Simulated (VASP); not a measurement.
Ca, 1 atom in the cell. It takes space group I4/mmm (No. 139, tetragonal). Conventional cell: a = 4.285 Å, b = 4.285 Å, c = 4.688 Å, α = 90.00°, β = 90.00°, γ = 90.00°. Ca (site symmetry 4/mmm) has 14 Ca at 3.83 to 4.69 Å within 5.0 Å.  This cell differs from its parent crystal: strained.

* Program: VASP 6.6.1
* Task: single point
* Functional: PBEsol
* Potentials or basis: VASP PAW PBE potentials, release 64 (Ca_sv)
* Cutoff: 520 eV
* k mesh: 12 × 12 × 12
* Occupations: gaussian, width 0.1 eV
* Spin: no spin polarisation
* Dipole correction: no
* Further INCAR settings: ALGO = Normal; EDIFF = 1e-07; NBANDS = 11

Potentials or basis: VASP PAW PBE potentials, release 64 (Ca_sv).

Run with:

```console
$ cat potpaw_PBE.64/Ca_sv/POTCAR > POTCAR
$ mpirun -np 1 vasp_std > vasp.out
```

Hardware: 1 thread of Intel(R) Xeon(R) Platinum 8559C (Emerald Rapids) (shared host).

Estimate the wall time of this run.

It took 33 s on 1 thread of Intel(R) Xeon(R) Platinum 8559C (Emerald Rapids), with other jobs on the host, peak memory 0.2 GiB. Counts: scf iterations 13, k points 163.
